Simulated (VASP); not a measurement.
Here is a VASP 6.6.1 calculation.

File INCAR:

```
SYSTEM = Au
PREC = Accurate ; ENCUT = 520
EDIFF = 1E-6 ; ISMEAR = -1
SIGMA = 0.08 ; LREAL = .FALSE.
LASPH = .TRUE. ; NELM = 60
ALGO = Normal ; ISIF = 2
LWAVE = .FALSE. ; LCHARG = .FALSE.
GGA = CA ; NBANDS = 30
```

The input KPOINTS:

```
regular mesh
0
G
  4 4 8
  0 0 0
```

Contents of POSCAR:

```
Au
1.0
    0.0000000000      4.0700000000      4.0700000000
    4.0700000000      0.0000000000      4.0700000000
    2.0350000000      2.0350000000      0.0000000000
Au
4
Direct
    0.0000562654     -0.0156022113      0.0526029484
    0.0362331695      0.4971319410     -0.0734054054
    0.4963004914     -0.0059049140      0.0123562654
    0.5106265356      0.4982373464      0.0213213759
```

Potentials or basis: VASP PAW LDA potentials, release 64 (Au).

The run is started by

```console
$ cat potpaw_LDA.64/Au/POTCAR > POTCAR
$ mpirun -np 1 vasp_std > vasp.out
```

Q: What does it give for the largest force?

A: 1.532 eV/Å.

Q: Estimate the pressure.

A: 0.7 GPa.

Q: Predict the band gap on the k mesh.

A: Zero (band 22 reaches 12.05 eV, above the bottom of band 23 at 7.53 eV).

Stress tensor (GPa, compression positive):
```
-0.04 -1.38 -0.69
-1.38  0.24 -1.37
-0.69 -1.37  1.83
```

Caveat: spin-orbit coupling is left out, which moves the levels of the heavy elements; forces of over 1 eV/Å act on the atoms, so gaps and moduli don't describe the material at rest.
